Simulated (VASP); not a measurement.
# ZnS (F-43m) in VASP: notebook

Aim: see how the results for ZnS move with the level of theory and the settings. Levels: PBEsol+D3(BJ), PBEsol, PBEsol+D4. Tasks: single point.

All numbers are computed with VASP 6.6.1; they aren't measurements. Logs are shortened: lines on timing, memory, paths and dates and some standing lists are left out, and cuts for length are marked.

**The experiment to reproduce.**

From “Electronic, vibrational, and thermodynamic properties of ZnS (zincblende and rocksalt structure)”, 2009, arxiv:0911.5022, for a bulk crystal of ZnS at 19 K: band gap 3.85 eV (direct).

The results are compared with them further down.

### 1 The cell of the first run

Symmetry: F-43m, No. 216, cubic system. Conventional cell: a = 5.308 Å, b = 5.308 Å, c = 5.308 Å, α = 90.00°, β = 90.00°, γ = 90.00°. Zn (site symmetry -43m) has 4 S at 2.30 Å within 3.0 Å. Within 3.0 Å of S (site symmetry -43m) lie 4 Zn at 2.30 Å.

### 2 Single point, PBEsol+D3(BJ)

Contents of INCAR:

```
SYSTEM = ZnS
ALGO = Normal
EDIFF = 1E-6
ENCUT = 520
GGA = PS
ISIF = 2
ISMEAR = -1
IVDW = 12
LASPH = .TRUE.
LCHARG = .TRUE.
LELF = .TRUE.
LREAL = .FALSE.
LVHAR = .TRUE.
LWAVE = .FALSE.
NBANDS = 16
NELM = 100
PREC = Accurate
SIGMA = 0.05
```

Contents of KPOINTS:

```
k-points
0
G
  9 9 9
  0 0 0
```

Contents of POSCAR:

```
ZnS
1.0
    0.0000000000      2.6538232004      2.6538232004
    2.6538232004      0.0000000000      2.6538232004
    2.6538232004      2.6538232004      0.0000000000
Zn S
1 1
Direct
    0.7500000000      0.7500000000      0.7500000000
    0.0000000000      0.0000000000      0.0000000000
```

Potentials or basis: VASP PAW PBE potentials, release 64 (Zn, S).

Started as:

```
$ cat potpaw_PBE.64/Zn/POTCAR potpaw_PBE.64/S/POTCAR > POTCAR
$ mpirun -np 1 vasp_std > vasp.out
```

OUTCAR:

```text
SYSTEM = ZnS
   EDIFF = 1E-6
   ENCUT = 520
   GGA = PS
   ISIF = 2
   ISMEAR = -1
   IVDW = 12
   LASPH = .TRUE.
   LREAL = .FALSE.
   NELM = 100
   PREC = Accurate
 IVDW          = 12

 ion  position               nearest neighbor table
   1  0.750  0.750  0.750-   2 2.30   2 2.30   2 2.30   2 2.30
   2  0.000  0.000  0.000-   1 2.30   1 2.30   1 2.30   1 2.30

  LATTYP: Found a face centered cubic cell.
 ALAT       =     5.3076464008

  Lattice vectors:

 A1 = (   0.0000000000,   2.6538232004,   2.6538232004)
 A2 = (   2.6538232004,   0.0000000000,   2.6538232004)
 A3 = (   2.6538232004,   2.6538232004,   0.0000000000)

Analysis of symmetry for initial positions (statically):
=====================================================================
 Subroutine PRICEL returns:
 Original cell was already a primitive cell.

 Routine SETGRP: Setting up the symmetry group for a
 face centered cubic supercell.

 Subroutine GETGRP returns: Found 24 space group operations
 (whereof 24 operations were pure point group operations)
 out of a pool of 48 trial point group operations.

The static configuration has the point symmetry T_d .

Analysis of symmetry for dynamics (positions and initial velocities):
=====================================================================
 Subroutine PRICEL returns:
 Original cell was already a primitive cell.

 Routine SETGRP: Setting up the symmetry group for a
 face centered cubic supercell.

 Subroutine GETGRP returns: Found 24 space group operations
 (whereof 24 operations were pure point group operations)
 out of a pool of 48 trial point group operations.

The dynamic configuration has the point symmetry T_d .

 Subroutine INISYM returns: Found 24 space group operations
 (whereof 24 operations are pure point group operations),
 and found     1 'primitive' translations

----------------------------------------------------------------------------------------

                                     Primitive cell

  volume of cell :      37.3806

  direct lattice vectors                    reciprocal lattice vectors
     0.000000000  2.653823200  2.653823200    -0.188407427  0.188407427  0.188407427
     2.653823200  0.000000000  2.653823200     0.188407427 -0.188407427  0.188407427
     2.653823200  2.653823200  0.000000000     0.188407427  0.188407427 -0.188407427

  length of vectors
     3.753072762  3.753072762  3.753072762     0.326331235  0.326331235  0.326331235

  position of ions in fractional coordinates (direct lattice)
     0.750000000  0.750000000  0.750000000
     0.000000000  0.000000000  0.000000000

  ion indices of the primitive-cell ions
   primitive index   ion index
                 1           1
                 2           2

----------------------------------------------------------------------------------------

 KPOINTS: k-points

Automatic generation of k-mesh.
 Grid dimensions read from file:
 generate k-points for:    9    9    9

 Generating k-lattice:

  Cartesian coordinates                     Fractional coordinates (reciprocal lattice)
    -0.020934159  0.020934159  0.020934159     0.111111111  0.000000000  0.000000000
     0.020934159 -0.020934159  0.020934159     0.000000000  0.111111111  0.000000000
     0.020934159  0.020934159 -0.020934159     0.000000000  0.000000000  0.111111111

  Length of vectors
     0.036259026  0.036259026  0.036259026

  Shift w.r.t. Gamma in fractional coordinates (k-lattice)
     0.000000000  0.000000000  0.000000000

 Subroutine IBZKPT returns following result:
 ===========================================

 Found     35 irreducible k-points:

 Following reciprocal coordinates:
            Coordinates               Weight
  0.000000  0.000000  0.000000      1.000000
  0.111111  0.000000  0.000000      8.000000
  0.222222  0.000000  0.000000      8.000000
  0.333333  0.000000  0.000000      8.000000
  0.444444  0.000000  0.000000      8.000000
  0.111111  0.111111  0.000000      6.000000
[... 16 lines left out ...]
 -0.333333  0.333333  0.000000     12.000000
  0.444444  0.444444  0.000000      6.000000
 [... further k-points ...]
   k-points           NKPTS =     35   k-points in BZ     NKDIM =     35   number of bands    NBANDS=     16
   number of dos      NEDOS =    301   number of ions     NIONS =      2
   total plane-waves  NPLWV =  21952
   dimension x,y,z NGX =    28 NGY =   28 NGZ =   28
   dimension x,y,z NGXF=    56 NGYF=   56 NGZF=   56
   ions per type =               1   1
   NGX,Y,Z   is equivalent  to a cutoff of  12.40, 12.40, 12.40 a.u.
   NGXF,Y,Z  is equivalent  to a cutoff of  24.81, 24.81, 24.81 a.u.
 SYSTEM =  ZnS
   PREC   = accura    normal or accurate (medium, high low for compatibility)
   ISTART =      0    job   : 0-new  1-cont  2-samecut
   ICHARG =      2    charge: 1-file 2-atom 10-const
   ISPIN  =      1    spin polarized calculation?
   LNONCOLLINEAR =      F non collinear calculations
   LSORBIT =      F    spin-orbit coupling
   LASPH  =      T    aspherical Exc in radial PAW
   ENCUT  =  520.0 eV  38.22 Ry    6.18 a.u.   6.98  6.98  6.98*2*pi/ulx,y,z
   NELM   =    100;   NELMIN=  2; NELMDL= -5     # of ELM steps
   EDIFF  = 0.1E-05   stopping-criterion for ELM
   LREAL  =      F    real-space projection
   EDIFFG = 0.1E-04   stopping-criterion for IOM
   NSW    =      0    number of steps for IOM
   IBRION =     -1    ionic relax: 0-MD 1-quasi-New 2-CG
   NFREE  =      0    steps in history (QN), initial steepest desc. (CG)
   ISIF   =      2    stress and relaxation
   ISYM   =      2    0-nonsym 1-usesym 2-fastsym
   POTIM  = 0.5000    time-step for ionic-motion
   TEBEG  =    0.0;   TEEND  =   0.0 temperature during run
   PSTRESS=    0.0 pullay stress
   NELECT =      18.0000    total number of electrons
   NUPDOWN=      -1.0000    fix difference up-down
   EMIN   =  10.00;   EMAX   =-10.00  energy-range for DOS
   EFERMI =   0.00;   METHOD = LEGACY
   ISMEAR =    -1;   SIGMA  =   0.05  broadening in eV -4-tet -1-fermi 0-gaus
   EFERMI_NEDOS =   21; number of points for ismear=-14 and -15
   IALGO  =     38    algorithm
   IMIX   =      4    mixing-type and parameters
     AMIX     =   0.40;   BMIX     =  1.00
     AMIX_MAG =   1.60;   BMIX_MAG =  1.00
  volume/ion in A,a.u.               =      18.69       126.13
  Fermi-wavevector in a.u.,A,eV,Ry     =   1.283168  2.424837 22.402283  1.646521
  Thomas-Fermi vector in A             =   2.415437
   LORBIT       =      0    0 simple, 1 ext, 2 COOP (PROOUT), +10 PAW based schemes
   GGA     = PS    functional components
   LHFCALC =     F    Hartree Fock is set to
   AEXX    =    0.0000 exact exchange contribution
   IVDW    =    12    specifies the selected vdW correction
   LEPSILON=     F    determine dielectric tensor
   LRPA    =     F    only Hartree local field effects (RPA)
 non-spin polarized calculation
  energy-cutoff  :      520.00
  volume of cell :       37.38
 maximum number of plane-waves:      1018
   NGX = 13   NGY = 13   NGZ = 13

 number of electron      18.0000017 magnetization

 Free energy of the ion-electron system (eV)
  ---------------------------------------------------
  ext. energy  EPLUGINS =         0.00000000
  ---------------------------------------------------
  free energy    TOTEN  =        -7.57995190 eV

  energy without entropy =       -7.57995190  energy(sigma->0) =       -7.57995190

 E-fermi :   3.5574     XC(G=0): -10.1054

 val. band max:        2.5337476925   @ k =   0.0000   0.0000   0.0000
 cond. band min:       4.7476026724   @ k =   0.0000   0.0000   0.0000
 fundamental gap:      2.2138549799
 Fermi energy:         3.5573719572

 k-point     1 :       0.0000    0.0000    0.0000
  band No.  band energies     occupation
      1     -11.0158      2.00000
      2      -4.0733      2.00000
      3      -4.0733      2.00000
      4      -4.0733      2.00000
      5      -3.5082      2.00000
      6      -3.5082      2.00000
[... 8 lines left out ...]
     15      14.3320      0.00000
     16      14.4751      0.00000

 k-point     2 :       0.1111    0.0000    0.0000
  band No.  band energies     occupation
      1     -10.9124      2.00000
      2      -4.0784      2.00000
      3      -4.0544      2.00000
      4      -4.0544      2.00000
      5      -3.5101      2.00000
      6      -3.5101      2.00000
[... 8 lines left out ...]
     15      13.7684      0.00000
     16      15.1639      0.00000

 k-point     3 :       0.2222    0.0000    0.0000
  band No.  band energies     occupation
      1     -10.6318      2.00000
      2      -4.0637      2.00000
      3      -4.0100      2.00000
      4      -4.0100      2.00000
      5      -3.5092      2.00000
      6      -3.5092      2.00000
[... 8 lines left out ...]
     15      13.3970      0.00000
     16      14.8439      0.00000

 k-point     4 :       0.3333    0.0000    0.0000
  band No.  band energies     occupation
      1     -10.2715      2.00000
      2      -3.9684      2.00000
      3      -3.9684      2.00000
      4      -3.9420      2.00000
      5      -3.4951      2.00000
      6      -3.4951      2.00000
[... 8 lines left out ...]
     15      14.1316      0.00000
     16      14.3337      0.00000
[... 324 lines left out ...]
 k-point    22 :      -0.4444    0.3333    0.0000
  band No.  band energies     occupation
      1      -9.6652      2.00000
      2      -4.0355      2.00000
      3      -3.7569      2.00000
      4      -3.6670      2.00000
      5      -3.4576      2.00000
      6      -3.1926      2.00000
[... 8 lines left out ...]
     15      15.6595      0.00000
     16      18.0410      0.00000

 k-point    23 :      -0.3333    0.3333    0.0000
  band No.  band energies     occupation
      1      -9.7012      2.00000
      2      -3.9742      2.00000
      3      -3.8003      2.00000
      4      -3.5802      2.00000
      5      -3.4920      2.00000
      6      -3.2186      2.00000
[... 8 lines left out ...]
     15      14.2429      0.00000
     16      19.3143      0.00000

 k-point    24 :       0.4444    0.4444    0.0000
  band No.  band energies     occupation
      1      -9.6637      2.00000
      2      -4.1703      2.00000
      3      -3.7014      2.00000
      4      -3.7014      2.00000
      5      -3.4231      2.00000
      6      -3.3454      2.00000
[... 8 lines left out ...]
     15      16.2440      0.00000
     16      17.7647      0.00000

 [... further k-points ...]

------------------------ aborting loop because EDIFF is reached ----------------------------------------

 Edisp (eV)   -0.54673

 E8    (eV) :    -0.3348

  FORCE on cell =-STRESS in cart. coord.  units (eV):
  Direction    XX          YY          ZZ          XY          YZ          ZX
  --------------------------------------------------------------------------------------
  -------------------------------------------------------------------------------------
  Total       0.04558     0.04558     0.04558     0.00000     0.00000    -0.00000
  in kB       1.95376     1.95376     1.95376     0.00000     0.00000    -0.00000
  external pressure =        1.95 kB  Pullay stress =        0.00 kB

 VOLUME and BASIS-vectors are now :
 -----------------------------------------------------------------------------
  energy-cutoff  :      520.00
  volume of cell :       37.38
      direct lattice vectors                 reciprocal lattice vectors
     0.000000000  2.653823200  2.653823200    -0.188407427  0.188407427  0.188407427
     2.653823200  0.000000000  2.653823200     0.188407427 -0.188407427  0.188407427
     2.653823200  2.653823200  0.000000000     0.188407427  0.188407427 -0.188407427

 POSITION                                       TOTAL-FORCE (eV/Angst)
 -----------------------------------------------------------------------------------
      3.98073      3.98073      3.98073        -0.000000     -0.000000     -0.000000
      0.00000      0.00000      0.00000         0.000000      0.000000      0.000000
 -----------------------------------------------------------------------------------
    total drift:                                0.000002      0.000002      0.000002

  FREE ENERGIE OF THE ION-ELECTRON SYSTEM (eV)
  ---------------------------------------------------
  free  energy   TOTEN  =        -8.1266772443 eV

  energy  without entropy=       -8.1266772443  energy(sigma->0) =       -8.12667724
```

It used 38 s of CPU time on 1 thread of AMD EPYC 7R13 Processor (Zen 3), with other jobs on the host.

Results:

| Property | Result |
| --- | --- |
| Free energy | -8.1267 eV |
| Pressure | 0.2 GPa |
| Band gap on the k mesh | 2.21 eV |
| Dispersion energy per atom | -0.273 eV |

Caveat: the PAW data sets were made with another functional, which shifts forces and pressure a little.

### 3 Single point, PBEsol

This run uses another cell than the first one, of 19.20 Å³/atom.

Contents of INCAR:

```
  PREC = Accurate
  ENCUT = 520
  EDIFF = 1E-6
  ISMEAR = -1
  SIGMA = 0.05
  LREAL = False
  LASPH = True
  NELM = 80
  ALGO = Normal
  ISIF = 2
  LWAVE = False
  LCHARG = False
  GGA = PS
  NBANDS = 16
```

Contents of KPOINTS:

```
regular mesh
0
Gamma
  9 9 9
```

Contents of POSCAR:

```
ZnS
1.0
    0.0000000000      2.6777714355      2.6777714355
    2.6777714355      0.0000000000      2.6777714355
    2.6777714355      2.6777714355      0.0000000000
Zn S
1 1
Direct
    0.7500000000      0.7500000000      0.7500000000
    0.0000000000      0.0000000000      0.0000000000
```

Potentials or basis: VASP PAW PBE potentials, release 64 (Zn, S).

Started as:

```
$ cat potpaw_PBE.64/Zn/POTCAR potpaw_PBE.64/S/POTCAR > POTCAR
$ mpirun -np 1 vasp_std > vasp.out
```

It used 39 s of CPU time on 1 thread of AMD EPYC 7R13 Processor (Zen 3), with other jobs on the host.

Results (log left out):

- Free energy: -7.5888 eV
- Pressure: 0.2 GPa
- Band gap on the k mesh: 2.10 eV

Levels at points of the mesh, in eV from the valence-band top:
| k point | band 6 | band 7 | band 8 | band 9 | band 10 | band 11 | band 12 | band 13 |
| --- | --- | --- | --- | --- | --- | --- | --- | --- |
| (0.00, 0.00, 0.00) | -5.95 | 0.00 | 0.00 | 0.00 | 2.10 | 6.29 | 6.29 | 6.29 |

Caveat: the PAW data sets were made with another functional, which shifts forces and pressure a little.

### 4 Single point, PBEsol+D3(BJ)

This run uses another cell than the first one, of 18.77 Å³/atom.

Contents of INCAR:

```
PREC     = Accurate       # precision mode
ENCUT    = 520            # plane-wave cutoff, eV
EDIFF    = 1E-6           # SCF threshold, eV
ISMEAR   = -1             # smearing method
SIGMA    = 0.05           # smearing width, eV
LREAL    = F              # projectors in reciprocal space
LASPH    = T              # aspherical terms in the spheres
NELM     = 60             # most SCF steps
ALGO     = Normal         # electronic algorithm
ISIF     = 2              # what is computed and relaxed
LWAVE    = F              # write WAVECAR
LCHARG   = F              # write CHGCAR
GGA      = PS             # functional
IVDW     = 12             # dispersion correction
NBANDS   = 16             # bands
```

KPOINTS is that of step 3.

Contents of POSCAR:

```
ZnS
1.0
    0.0000000000      2.6577766990      2.6577766990
    2.6577766990      0.0000000000      2.6577766990
    2.6577766990      2.6577766990      0.0000000000
Zn S
1 1
Direct
    0.7500000000      0.7500000000      0.7500000000
    0.0000000000      0.0000000000      0.0000000000
```

Started as:

```
$ cat potpaw_PBE.64/Zn/POTCAR potpaw_PBE.64/S/POTCAR > POTCAR
$ mpirun -np 1 vasp_std > vasp.out
```

It used 59 s of CPU time on 1 thread of AMD EPYC 7R13 Processor (Zen 3), on a shared host.

It converged, with:

```
Free energy                : -8.1267 eV
Pressure                   : -0.2 GPa
Band gap on the k mesh     : 2.19 eV
Dispersion energy per atom : -0.272 eV
```

Levels at points of the mesh, in eV from the valence-band top:
```csv
k point,band 5,band 6,band 7,band 8,band 9,band 10,band 11,band 12,band 13,band 14
"(0.00, 0.00, 0.00)",-6.03,-6.03,0.00,0.00,0.00,2.19,6.27,6.27,6.27,11.79
```

Caveat: three body term missing; the PAW data sets were made with another functional, which shifts forces and pressure a little.

### 5 Single point, PBEsol+D4

This run uses another cell than the first one, of 18.87 Å³/atom.

Contents of INCAR:

```
SYSTEM = ZnS
PREC = Accurate
ENCUT = 520
EDIFF = 1E-7
ISMEAR = -1
SIGMA = 0.05
LREAL = .False.
LASPH = .True.
NELM = 100
ALGO = Normal
ISIF = 2
LWAVE = .False.
LCHARG = .False.
GGA = PS
IVDW = 13
NBANDS = 16
```

Contents of KPOINTS:

```
Automatic mesh
0
Gamma
  9 9 9
  0 0 0
```

Contents of POSCAR:

```
ZnS
1.0
    0.0000000000      2.6622437997      2.6622437997
    2.6622437997      0.0000000000      2.6622437997
    2.6622437997      2.6622437997      0.0000000000
Zn S
1 1
Direct
    0.7500000000      0.7500000000      0.7500000000
    0.0000000000      0.0000000000      0.0000000000
```

Started as:

```
$ cat potpaw_PBE.64/Zn/POTCAR potpaw_PBE.64/S/POTCAR > POTCAR
$ mpirun -np 1 vasp_std > vasp.out
```

It used 59 s of CPU time on 1 thread of AMD EPYC 7R13 Processor (Zen 3), on a shared host.

The run converged. Its results:

- Free energy: -7.9518 eV
- Pressure: 0.2 GPa
- Band gap on the k mesh: 2.17 eV
- Dispersion energy per atom: -0.184 eV

Levels at points of the mesh, in eV from the valence-band top:
```csv
k point,band 6,band 7,band 8,band 9,band 10,band 11,band 12,band 13
"(0.00, 0.00, 0.00)",-6.01,0.00,0.00,0.00,2.17,6.27,6.27,6.27
```

Caveat: the PAW data sets were made with another functional, which shifts forces and pressure a little.

### 6 Summary

```tsv
level	cell	gap on the mesh (eV)	pressure (GPa)
PBEsol+D3(BJ)	a = 3.753 Å, angles 60.0°, 2 atoms	2.21	0.2
PBEsol	a = 3.787 Å, angles 60.0°, 2 atoms	2.10	0.2
PBEsol+D3(BJ)	a = 3.759 Å, angles 60.0°, 2 atoms	2.19	-0.2
PBEsol+D4	a = 3.765 Å, angles 60.0°, 2 atoms	2.17	0.2
```

Alike in all rows: task single point; potentials or basis VASP PAW PBE potentials, release 64 (Zn, S); no spin polarisation; k mesh 9 × 9 × 9; cutoff (eV) 520; smearing fermi-dirac 0.05 eV.

Caveats: the PAW data sets were made with another functional, which shifts forces and pressure a little; three body term missing (at least some runs).

Absolute energies hang on the potentials; compare differences alone.

### 7 Comparison with measurements

Step 2. Measured gap of ZnS: 3.85 eV (direct; 19 K; quoted in “Electronic, vibrational, and thermodynamic properties of ZnS (zincblende and rocksalt structure)”, 2009, arxiv:0911.5022). This calculation gives 2.21 eV (-1.64 eV). The value is that of PBEsol+D3(BJ), without temperature or zero-point motion. Semilocal functionals fall short of measured gaps as a rule.

Step 3. Measured gap of ZnS: 3.85 eV (direct; 19 K; quoted in “Electronic, vibrational, and thermodynamic properties of ZnS (zincblende and rocksalt structure)”, 2009, arxiv:0911.5022). This calculation gives 2.10 eV (-1.75 eV). The value is that of PBEsol, without temperature or zero-point motion. Semilocal functionals fall short of measured gaps as a rule.

Step 4. Against the measured gap of ZnS, 3.85 eV (direct; 19 K; quoted in “Electronic, vibrational, and thermodynamic properties of ZnS (zincblende and rocksalt structure)”, 2009, arxiv:0911.5022), the calculated 2.19 eV is off by -1.66 eV. The value is that of PBEsol+D3(BJ), without temperature or zero-point motion. Semilocal functionals fall short of measured gaps as a rule.

Step 5. A measured gap of ZnS is 3.85 eV (direct; 19 K; quoted in “Electronic, vibrational, and thermodynamic properties of ZnS (zincblende and rocksalt structure)”, 2009, arxiv:0911.5022); the calculated 2.17 eV misses it by -1.68 eV. The value is that of PBEsol+D4, without temperature or zero-point motion. Semilocal functionals fall short of measured gaps as a rule.
